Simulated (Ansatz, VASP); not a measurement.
Zr: VASP beside Ansatz

```
CELL_PARAMETERS angstrom
-1.75460 1.75460 1.75460
1.75460 -1.75460 1.75460
1.75460 1.75460 -1.75460
ATOMIC_POSITIONS crystal
Zr 0.00000 0.00000 0.00000
```

Change from the starting cell: volume scaled by 0.9405, PAW files.

Alike in both runs: task electric field gradients; functional r2SCAN; k mesh 13 × 13 × 13; occupations fermi-dirac, width 0.05 eV; no spin polarisation.

|  | VASP | Ansatz |
| --- | --- | --- |
| version | VASP 6.6.1 | Ansatz 0.2.0 |
| potentials or method | VASP PAW PBE potentials, release 64 (Zr_sv) | PAW with Ansatz's default frozen-core files, scalar-relativistic |
| plane-wave cutoff (eV) | 520 | 500 |
| valence electrons in the cell | 12 | 12 |

|  | VASP | Ansatz | Ansatz less VASP |
| --- | --- | --- | --- |
| pressure (GPa) | 5.8 | 5.7 | -0.05 |

VASP's potentials were made for PBE, not for r2SCAN.
